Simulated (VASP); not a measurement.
Set up this calculation in VASP 6.6.1, as the native input.

- Task: single point
- Functional: LDA
- Potentials or basis: VASP PAW LDA potentials, release 64 (Sn_d, O)
- Cutoff: 520 eV
- k mesh: 6 × 6 × 6
- Occupations: gaussian, width 0.05 eV
- Spin: no spin polarisation
- Dipole correction: no
- Further INCAR settings: ALGO = Normal; EDIFF = 1e-06; NBANDS = 64

The structure of SnO2 lies in POSCAR:

```
SnO2
1.0
    3.2534500000      1.8783802333      3.9847000000
   -3.2534500000      1.8783802333      3.9847000000
    0.0000000000     -3.7567604666      3.9847000000
Sn O
4 8
Direct
    0.8645353782      0.8645353782      0.8645353782
    0.3648691645      0.3648691645      0.8648751974
    0.3648691645      0.8648751974      0.3648691645
    0.8648751974      0.3648691645      0.3648691645
    0.1199116729      0.6196051221      0.6196051221
    0.6196051221      0.1199116729      0.6196051221
    0.6196051221      0.6196051221      0.1199116729
    0.6099370359      0.6099370359      0.6099370359
    0.1198492242      0.1198492242      0.1198492242
    0.1096932183      0.1096932183      0.6100024814
    0.1096932183      0.6100024814      0.1096932183
    0.6100024814      0.1096932183      0.1096932183
```

These files were run (other wordings do the same):

INCAR

```
PREC = Accurate
ENCUT = 520
EDIFF = 1E-6
ISMEAR = 0
SIGMA = 0.05
LREAL = False
LASPH = True
NELM = 80
ALGO = Normal
ISIF = 2
LWAVE = False
LCHARG = False
NBANDS = 64
```

KPOINTS

```
regular mesh
0
Gamma
  6 6 6
```

Potentials or basis: VASP PAW LDA potentials, release 64 (Sn_d, O).

Run with:

```bash
$ cat potpaw_LDA.64/Sn_d/POTCAR potpaw_LDA.64/O/POTCAR > POTCAR
$ mpirun -np 1 vasp_std > vasp.out
```

Results of the run:

- Pressure: -2.3 GPa
- Largest force: 0.078 eV/Å
- Band gap on the k mesh: 1.27 eV

Caveat: spin-orbit coupling is left out, which moves the levels of the heavy elements.

Run time: 5.1 min on 1 thread of Intel(R) Xeon(R) Platinum 8488C (Sapphire Rapids), with other jobs on the host, peak memory 0.34 GiB.
